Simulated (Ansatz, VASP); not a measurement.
# Ga2As5 in VASP and in Ansatz

File INCAR:

```
PREC = Accurate ; ENCUT = 500
EDIFF = 1E-6 ; ISMEAR = 0
SIGMA = 0.2 ; LREAL = False
LASPH = True ; NELM = 120
ALGO = Normal ; ISIF = 2
LWAVE = False ; LCHARG = False
GGA = PE ; NBANDS = 34
GGA_COMPAT = False
```

File KPOINTS:

```
regular mesh
0
Gamma
  6 6 6
```

POSCAR

```
Ga2As5
1.0
   -1.9232260955      3.3311253119      0.0000000000
   -3.8464521910      0.0000000000      0.0000000000
   -1.9232260955      1.1103751039     11.6533136267
Ga As
2 5
Direct
    0.2927345440      0.2927345440      0.1217963679
    0.7072654560      0.7072654560      0.8782036321
    0.5685061455      0.5685061455      0.2944815635
    0.4314938545      0.4314938545      0.7055184365
    0.0000000000      0.0000000000      0.0000000000
    0.8641231933      0.8641231933      0.4076304200
    0.1358768067      0.1358768067      0.5923695800
```

Input for Ansatz:

```yaml
crystal:
  lattice:
    - [-1.9232260955, 3.3311253119, 0.0]
    - [-3.846452191, 0.0, 0.0]
    - [-1.9232260955, 1.1103751039, 11.6533136267]
  atoms:
    - { symbol: Ga, position: [0.292734544, 0.292734544, 0.1217963679] }
    - { symbol: Ga, position: [0.707265456, 0.707265456, 0.8782036321] }
    - { symbol: As, position: [0.5685061455, 0.5685061455, 0.2944815635] }
    - { symbol: As, position: [0.4314938545, 0.4314938545, 0.7055184365] }
    - { symbol: As, position: [0.0, 0.0, 0.0] }
    - { symbol: As, position: [0.8641231933, 0.8641231933, 0.40763042] }
    - { symbol: As, position: [0.1358768067, 0.1358768067, 0.59236958] }
basis:
  ecutwfc: 420
kpoints:
  mp_grid: { grid: [6, 6, 6] }
hamiltonian:
  xc: pbe
scf:
  occupations: { method: gaussian, width: 0.2 }
  lower_state_search: "off"
output:
  forces: true
  stress: true
  eigenvalues: true
```

Alike in both runs: task single point; functional PBE; k mesh 6 × 6 × 6; occupations gaussian, width 0.2 eV; no spin polarisation.

|  | VASP | Ansatz |
| --- | --- | --- |
| version | VASP 6.6.1 | Ansatz 0.2.0 |
| potentials or method | VASP PAW PBE potentials, release 64 (Ga_d, As), cutoff 500 eV | scalar-relativistic, plane waves, PAW |
| valence electrons in the cell | 51 | 101 |

Ansatz gave:

- gap on the k mesh at the Fermi level (eV): none
- pressure (GPa): -0.1
- traceless stress, the component that is largest in VASP (GPa): -0.18
- rms of the force components (eV/Å): 0.037

Problem. Which values does VASP return?

Solution. gap on the k mesh at the Fermi level (eV): none; pressure (GPa): 0.1; traceless stress, the component that is largest in VASP (GPa): -0.21; rms of the force components (eV/Å): 0.029.

Atom by atom the forces differ by 0.015 eV/Å (rms over components). A gap of «none» marks a metal or a gap that the smearing closes. VASP's potentials hold 51 valence electrons a cell and Ansatz's 101, so a difference there can come from the potentials and not from the codes.
